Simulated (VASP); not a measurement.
CuAu: relaxation of cell and atoms with PBE

The system is CuAu.

```
Cu Au
1.0
     2.81075    0.00000    0.00000
     0.00000    2.81075    0.00000
     0.00000    0.00000    3.68500
Cu Au
1 1
Direct
  0.50000 0.50000 0.50000
  0.00000 0.00000 0.00000
```

```
Program                : VASP 6.6.1
Task                   : relaxation of cell and atoms
Functional             : PBE
Potentials or basis    : VASP PAW PBE potentials, release 64 (Cu, Au)
Cutoff                 : 600 eV
k mesh                 : 14 × 14 × 12
Occupations            : gaussian, width 0.1 eV
Spin                   : no spin polarisation
Dipole correction      : no
Further INCAR settings : ALGO = Normal; EDIFF = 1e-06; IBRION = 2; EDIFFG = -0.005; NSW = 100; ISIF = 3
```

| Item | Value |
| --- | --- |
| Relaxed volume | 15.00 Å³/atom |
| Relaxed cell | a = 2.889 Å, b = 2.889 Å, c = 3.595 Å, α = 90.00°, β = 90.00°, γ = 90.00° |
| Space group after relaxing (to 0.05 Å) | P4/mmm (No. 123) |
| Energy gained by relaxing | 8.7 meV/atom |
| Ionic steps | 9 |
| Pressure after relaxing | 0.0 GPa |
| Band gap on the k mesh | zero (band 11 reaches 13.30 eV, above the bottom of band 12 at 6.29 eV) |

Step by step:
| step | energy change (eV) | largest force (eV/Å) | pressure (GPa) | volume (Å³) |
| --- | --- | --- | --- | --- |
| 1 | 0.0000 | 0.0000 | 4.72 | 29.11 |
| 2 | -0.0029 | 0.0000 | -3.96 | 30.96 |
| 3 | -0.0140 | 0.0000 | -0.13 | 30.07 |
| 4 | -0.0140 | 0.0000 | -0.02 | 30.05 |
| 5 | -0.0146 | 0.0000 | 0.04 | 30.05 |
| 6 | -0.0162 | 0.0000 | -0.04 | 30.03 |
| 7 | -0.0174 | 0.0000 | 0.12 | 29.98 |
| 8 | -0.0173 | 0.0000 | -0.37 | 30.11 |
| 9 | -0.0174 | 0.0000 | 0.00 | 30.01 |

Final structure:
```
Cu Au
1.0
     2.88910    0.00000    0.00000
     0.00000    2.88910    0.00000
     0.00000    0.00000    3.59529
Cu Au
1 1
Direct
  0.50000 0.50000 0.50000
  0.00000 0.00000 0.00000
```

Levels at points of the mesh, in eV from the Fermi level:
```tsv
k point	band 7	band 8	band 9	band 10	band 11	band 12	band 13	band 14	band 15
(0.00, 0.00, 0.00)	-2.63	-2.03	-1.67	-1.47	-1.47	2.90	8.69	9.27	9.27
(0.50, 0.00, 0.00)	-2.87	-2.86	-2.38	-2.17	-0.99	-0.47	9.91	9.94	11.54
(0.50, 0.50, 0.00)	-1.72	-1.68	-1.33	-1.33	0.46	0.46	4.45	6.31	10.43
(0.00, 0.00, 0.50)	-3.06	-2.82	-2.32	-2.32	-2.16	-2.00	13.86	14.04	14.04
(0.50, 0.00, 0.50)	-1.95	-1.76	-1.52	-1.48	-0.89	-0.89	2.47	4.36	15.45
(0.50, 0.50, 0.50)	-3.02	-2.06	-1.84	-1.68	5.01	5.42	5.42	5.52	6.56
```

It took 8.7 min on 1 thread of Intel(R) Xeon(R) Platinum 8488C (Sapphire Rapids) (shared host), peak memory 0.29 GiB.

Caveat: spin-orbit coupling is left out, which moves the levels of the heavy elements. PBE usually gives volumes a little too large and moduli too small.
